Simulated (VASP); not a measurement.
# BaO (m.bB) (Fm-3m) in VASP: single point with PBE

Aim: the single point of BaO (m.bB) with PBE.

Everything below comes from runs of VASP 6.6.1. Logs are shortened: lines on timing, memory, paths and dates and some standing lists are left out, and cuts for length are marked.

## 1. The cell of the first run

Symmetry: Fm-3m, No. 225, cubic system. Conventional cell: a = 5.574 Å, b = 5.574 Å, c = 5.574 Å, α = 90.00°, β = 90.00°, γ = 90.00°. Ba (site symmetry m-3m) has 6 O at 2.79 Å within 3.7 Å. Within 3.7 Å of O (site symmetry m-3m) lie 6 Ba at 2.79 Å.

## 2. Single point, PBE

The input, INCAR:

```
SYSTEM = BaO
  PREC = Accurate
  ENCUT = 600
  EDIFF = 1E-6
  ISMEAR = 0
  SIGMA = 0.02
  LREAL = .FALSE.
  LASPH = .TRUE.
  NELM = 120
  ALGO = Normal
  ISIF = 2
  LWAVE = .FALSE.
  LCHARG = .TRUE.
  GGA = PE
  LELF = .TRUE.
  LVHAR = .TRUE.
  NBANDS = 15
  GGA_COMPAT = .FALSE.
```

The input, KPOINTS:

```
regular mesh
0
G
  8 8 8
  0 0 0
```

The input, POSCAR:

```
BaO
1.0
    0.0000000000      2.7870116207      2.7870116207
    2.7870116207      0.0000000000      2.7870116207
    2.7870116207      2.7870116207      0.0000000000
Ba O
1 1
Direct
    0.0000000000      0.0000000000      0.0000000000
    0.5000000000      0.5000000000      0.5000000000
```

Potentials or basis: VASP PAW PBE potentials, release 64 (Ba_sv, O).

On the command line:

```console
cat potpaw_PBE.64/Ba_sv/POTCAR potpaw_PBE.64/O/POTCAR > POTCAR
mpirun -np 1 vasp_std > vasp.out
```

OUTCAR:

```text
SYSTEM = BaO
   PREC = Accurate
   ENCUT = 600
   EDIFF = 1E-6
   ISMEAR = 0
   LREAL = .FALSE.
   LASPH = .TRUE.
   NELM = 120
   ISIF = 2
   GGA = PE

 ion  position               nearest neighbor table
   1  0.000  0.000  0.000-   2 2.79   2 2.79   2 2.79   2 2.79   2 2.79   2 2.79
   2  0.500  0.500  0.500-   1 2.79   1 2.79   1 2.79   1 2.79   1 2.79   1 2.79

  LATTYP: Found a face centered cubic cell.
 ALAT       =     5.5740232414

  Lattice vectors:

 A1 = (   0.0000000000,   2.7870116207,   2.7870116207)
 A2 = (   2.7870116207,   0.0000000000,   2.7870116207)
 A3 = (   2.7870116207,   2.7870116207,   0.0000000000)

Analysis of symmetry for initial positions (statically):
=====================================================================
 Subroutine PRICEL returns:
 Original cell was already a primitive cell.

 Routine SETGRP: Setting up the symmetry group for a
 face centered cubic supercell.

 Subroutine GETGRP returns: Found 48 space group operations
 (whereof 48 operations were pure point group operations)
 out of a pool of 48 trial point group operations.

The static configuration has the point symmetry O_h .

Analysis of symmetry for dynamics (positions and initial velocities):
=====================================================================
 Subroutine PRICEL returns:
 Original cell was already a primitive cell.

 Routine SETGRP: Setting up the symmetry group for a
 face centered cubic supercell.

 Subroutine GETGRP returns: Found 48 space group operations
 (whereof 48 operations were pure point group operations)
 out of a pool of 48 trial point group operations.

The dynamic configuration has the point symmetry O_h .

 Subroutine INISYM returns: Found 48 space group operations
 (whereof 48 operations are pure point group operations),
 and found     1 'primitive' translations

----------------------------------------------------------------------------------------

                                     Primitive cell

  volume of cell :      43.2959

  direct lattice vectors                    reciprocal lattice vectors
     0.000000000  2.787011621  2.787011621    -0.179403629  0.179403629  0.179403629
     2.787011621  0.000000000  2.787011621     0.179403629 -0.179403629  0.179403629
     2.787011621  2.787011621  0.000000000     0.179403629  0.179403629 -0.179403629

  length of vectors
     3.941429632  3.941429632  3.941429632     0.310736201  0.310736201  0.310736201

  position of ions in fractional coordinates (direct lattice)
     0.000000000  0.000000000  0.000000000
     0.500000000  0.500000000  0.500000000

  ion indices of the primitive-cell ions
   primitive index   ion index
                 1           1
                 2           2

----------------------------------------------------------------------------------------

 KPOINTS: regular mesh

Automatic generation of k-mesh.
 Grid dimensions read from file:
 generate k-points for:    8    8    8

 Generating k-lattice:

  Cartesian coordinates                     Fractional coordinates (reciprocal lattice)
    -0.022425454  0.022425454  0.022425454     0.125000000  0.000000000  0.000000000
     0.022425454 -0.022425454  0.022425454     0.000000000  0.125000000  0.000000000
     0.022425454  0.022425454 -0.022425454     0.000000000  0.000000000  0.125000000

  Length of vectors
     0.038842025  0.038842025  0.038842025

  Shift w.r.t. Gamma in fractional coordinates (k-lattice)
     0.000000000  0.000000000  0.000000000

 Subroutine IBZKPT returns following result:
 ===========================================

 Found     29 irreducible k-points:

 Following reciprocal coordinates:
            Coordinates               Weight
  0.000000  0.000000  0.000000      1.000000
  0.125000  0.000000  0.000000      8.000000
  0.250000  0.000000  0.000000      8.000000
  0.375000  0.000000  0.000000      8.000000
  0.500000  0.000000  0.000000      4.000000
  0.125000  0.125000  0.000000      6.000000
[... 16 lines left out ...]
  0.500000  0.250000  0.125000     48.000000
 -0.375000  0.250000  0.125000     24.000000
 [... further k-points ...]
   k-points           NKPTS =     29   k-points in BZ     NKDIM =     29   number of bands    NBANDS=     15
   number of dos      NEDOS =    301   number of ions     NIONS =      2
   total plane-waves  NPLWV =  32768
   dimension x,y,z NGX =    32 NGY =   32 NGZ =   32
   dimension x,y,z NGXF=    64 NGYF=   64 NGZF=   64
   ions per type =               1   1
   NGX,Y,Z   is equivalent  to a cutoff of  13.50, 13.50, 13.50 a.u.
   NGXF,Y,Z  is equivalent  to a cutoff of  26.99, 26.99, 26.99 a.u.
 SYSTEM =  BaO
   PREC   = accura    normal or accurate (medium, high low for compatibility)
   ISTART =      0    job   : 0-new  1-cont  2-samecut
   ICHARG =      2    charge: 1-file 2-atom 10-const
   ISPIN  =      1    spin polarized calculation?
   LNONCOLLINEAR =      F non collinear calculations
   LSORBIT =      F    spin-orbit coupling
   LASPH  =      T    aspherical Exc in radial PAW
   ENCUT  =  600.0 eV  44.10 Ry    6.64 a.u.   7.87  7.87  7.87*2*pi/ulx,y,z
   NELM   =    120;   NELMIN=  2; NELMDL= -5     # of ELM steps
   EDIFF  = 0.1E-05   stopping-criterion for ELM
   LREAL  =      F    real-space projection
   EDIFFG = 0.1E-04   stopping-criterion for IOM
   NSW    =      0    number of steps for IOM
   IBRION =     -1    ionic relax: 0-MD 1-quasi-New 2-CG
   NFREE  =      0    steps in history (QN), initial steepest desc. (CG)
   ISIF   =      2    stress and relaxation
   ISYM   =      2    0-nonsym 1-usesym 2-fastsym
   POTIM  = 0.5000    time-step for ionic-motion
   TEBEG  =    0.0;   TEEND  =   0.0 temperature during run
   PSTRESS=    0.0 pullay stress
   NELECT =      16.0000    total number of electrons
   NUPDOWN=      -1.0000    fix difference up-down
   EMIN   =  10.00;   EMAX   =-10.00  energy-range for DOS
   EFERMI =   0.00;   METHOD = LEGACY
   ISMEAR =     0;   SIGMA  =   0.02  broadening in eV -4-tet -1-fermi 0-gaus
   EFERMI_NEDOS =   21; number of points for ismear=-14 and -15
   IALGO  =     38    algorithm
   IMIX   =      4    mixing-type and parameters
     AMIX     =   0.40;   BMIX     =  1.00
     AMIX_MAG =   1.60;   BMIX_MAG =  1.00
  volume/ion in A,a.u.               =      21.65       146.09
  Fermi-wavevector in a.u.,A,eV,Ry     =   1.174806  2.220061 18.778332  1.380168
  Thomas-Fermi vector in A             =   2.311197
   LORBIT       =      0    0 simple, 1 ext, 2 COOP (PROOUT), +10 PAW based schemes
   GGA     = PE    functional components
   LHFCALC =     F    Hartree Fock is set to
   AEXX    =    0.0000 exact exchange contribution
   IVDW    =     0    specifies the selected vdW correction
   LEPSILON=     F    determine dielectric tensor
   LRPA    =     F    only Hartree local field effects (RPA)
 non-spin polarized calculation
 Gauss-broadening in eV      SIGMA  =   0.02
  energy-cutoff  :      600.00
  volume of cell :       43.30
 maximum number of plane-waves:      1459
   NGX = 15   NGY = 15   NGZ = 15

 number of electron      16.0000002 magnetization

 Free energy of the ion-electron system (eV)
  ---------------------------------------------------
  ext. energy  EPLUGINS =         0.00000000
  ---------------------------------------------------
  free energy    TOTEN  =       -11.80658559 eV

  energy without entropy =      -11.80658559  energy(sigma->0) =      -11.80658559

 E-fermi :   1.9016     XC(G=0):  -9.5326

 val. band max:        1.7448539087   @ k =   0.5000   0.5000   0.0000
 cond. band min:       3.7829233885   @ k =   0.5000   0.5000   0.0000
 fundamental gap:      2.0380694797
 Fermi energy:         1.9015728197

 k-point     1 :       0.0000    0.0000    0.0000
  band No.  band energies     occupation
      1     -24.1669      2.00000
      2     -13.2159      2.00000
      3      -8.7152      2.00000
      4      -8.7152      2.00000
      5      -8.7152      2.00000
      6       1.4513      2.00000
      7       1.4513      2.00000
      8       1.4513      2.00000
      9       5.2115      0.00000
     10       6.4386      0.00000
     11       6.4386      0.00000
     12       6.4386      0.00000
     13       8.6572      0.00000
     14       8.6572      0.00000
     15      11.7053      0.00000

 k-point     2 :       0.1250    0.0000    0.0000
  band No.  band energies     occupation
      1     -24.1335      2.00000
      2     -13.3151      2.00000
      3      -8.7503      2.00000
      4      -8.7328      2.00000
      5      -8.7328      2.00000
      6       1.1196      2.00000
      7       1.2584      2.00000
      8       1.2584      2.00000
      9       5.8409      0.00000
     10       6.3225      0.00000
     11       6.7217      0.00000
     12       6.7217      0.00000
     13       9.0427      0.00000
     14       9.0427      0.00000
     15      12.6397      0.00000

 k-point     3 :       0.2500    0.0000    0.0000
  band No.  band energies     occupation
      1     -24.0513      2.00000
      2     -13.5553      2.00000
      3      -8.8289      2.00000
      4      -8.7745      2.00000
      5      -8.7745      2.00000
      6       0.5018      2.00000
      7       0.8463      2.00000
      8       0.8463      2.00000
      9       6.2105      0.00000
     10       7.4223      0.00000
     11       7.4863      0.00000
     12       7.4863      0.00000
     13      10.0015      0.00000
     14      10.0015      0.00000
     15      14.6508      0.00000
[... 343 lines left out ...]
 k-point    23 :       0.5000    0.2500    0.1250
  band No.  band energies     occupation
      1     -23.9248      2.00000
      2     -13.6933      2.00000
      3      -9.2847      2.00000
      4      -9.1645      2.00000
      5      -8.8312      2.00000
      6       0.3755      2.00000
      7       0.6336      2.00000
      8       1.2278      2.00000
      9       5.8918      0.00000
     10       7.6829      0.00000
     11       9.0256      0.00000
     12       9.1826      0.00000
     13      11.1401      0.00000
     14      12.5664      0.00000
     15      14.3995      0.00000

 k-point    24 :      -0.3750    0.2500    0.1250
  band No.  band energies     occupation
      1     -23.8966      2.00000
      2     -13.7375      2.00000
      3      -9.3048      2.00000
      4      -9.3019      2.00000
      5      -8.8238      2.00000
      6       0.2821      2.00000
      7       0.8636      2.00000
      8       0.9325      2.00000
      9       6.5844      0.00000
     10       7.1840      0.00000
     11       9.4853      0.00000
     12       9.5362      0.00000
     13      11.6847      0.00000
     14      13.3702      0.00000
     15      13.7190      0.00000

 [... further k-points ...]
[... 5 lines left out ...]
  --------------------------------------------------------------------------------------
  -------------------------------------------------------------------------------------
  Total        0.4054216      0.4054216      0.4054216     -0.0000000      0.0000000     -0.0000000
  in kB       15.0027588     15.0027588     15.0027588     -0.0000000      0.0000000     -0.0000000
  external PRESSURE =      15.0027588 kB  Pullay stress =       0.0000000 kB

 VOLUME and BASIS-vectors are now :
 -----------------------------------------------------------------------------
  energy-cutoff  :      600.00
  volume of cell :       43.30
      direct lattice vectors                 reciprocal lattice vectors
     0.000000000  2.787011621  2.787011621    -0.179403629  0.179403629  0.179403629
     2.787011621  0.000000000  2.787011621     0.179403629 -0.179403629  0.179403629
     2.787011621  2.787011621  0.000000000     0.179403629  0.179403629 -0.179403629

 POSITION                                       TOTAL-FORCE (eV/Angst)
 -----------------------------------------------------------------------------------
      0.00000      0.00000      0.00000        -0.000000      0.000000      0.000000
      2.78701      2.78701      2.78701         0.000000     -0.000000     -0.000000
 -----------------------------------------------------------------------------------
    total drift:                                0.000000     -0.000000      0.000000

  FREE ENERGIE OF THE ION-ELECTRON SYSTEM (eV)
  ---------------------------------------------------
  free  energy   TOTEN  =       -11.8065855921 eV

  energy  without entropy=      -11.8065855921  energy(sigma->0) =      -11.80658559
```

Run time: 9.8 s. Hardware: 1 thread of Intel Xeon 6975P-C (Granite Rapids), shared host; peak memory 0.18 GiB.

Results:

| Item | Value |
| --- | --- |
| Free energy | -11.8066 eV |
| Pressure | 1.5 GPa |
| Band gap on the k mesh | 2.04 eV, direct |

Caveat: spin-orbit coupling is left out, which moves the levels of the heavy elements.
